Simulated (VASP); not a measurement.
A run of VASP 6.6.1 is set up as follows.

The input INCAR:

```
SYSTEM = Al3GaN4
  PREC = Accurate
  ENCUT = 520
  EDIFF = 1E-6
  ISMEAR = 0
  SIGMA = 0.05
  LREAL = .FALSE.
  LASPH = .TRUE.
  NELM = 80
  ALGO = Normal
  ISIF = 2
  LWAVE = .FALSE.
  LCHARG = .TRUE.
  GGA = PS
  LELF = .TRUE.
  LVHAR = .TRUE.
  NBANDS = 31
```

File KPOINTS:

```
regular mesh
0
G
  6 6 6
  0 0 0
```

The input POSCAR:

```
Al3GaN4
1.0
    4.3189760727      0.0000000000      0.0000000000
    0.0000000000      4.3189760727      0.0000000000
    0.0000000000      0.0000000000      4.3189760727
Al Ga N
3 1 4
Direct
    0.5000000000      0.5000000000      0.0000000000
    0.5000000000      0.0000000000      0.5000000000
    0.0000000000      0.5000000000      0.5000000000
    0.0000000000      0.0000000000      0.0000000000
    0.7447140287      0.7447140287      0.2552859713
    0.7447140287      0.2552859713      0.7447140287
    0.2552859713      0.7447140287      0.7447140287
    0.2552859713      0.2552859713      0.2552859713
```

Potentials or basis: VASP PAW PBE potentials, release 64 (Al, Ga_d, N).

Run with:

```sh
$ cat potpaw_PBE.64/Al/POTCAR potpaw_PBE.64/Ga_d/POTCAR potpaw_PBE.64/N/POTCAR > POTCAR
$ mpirun -np 1 vasp_std > vasp.out
```

(1) What does it give for the pressure?

(2) Predict the band gap on the k mesh.

## Answers

(1) 13.5 GPa.

(2) 3.35 eV, indirect (least direct gap 3.36 eV).

Caveat: the PAW data sets were made with another functional, which shifts forces and pressure a little.
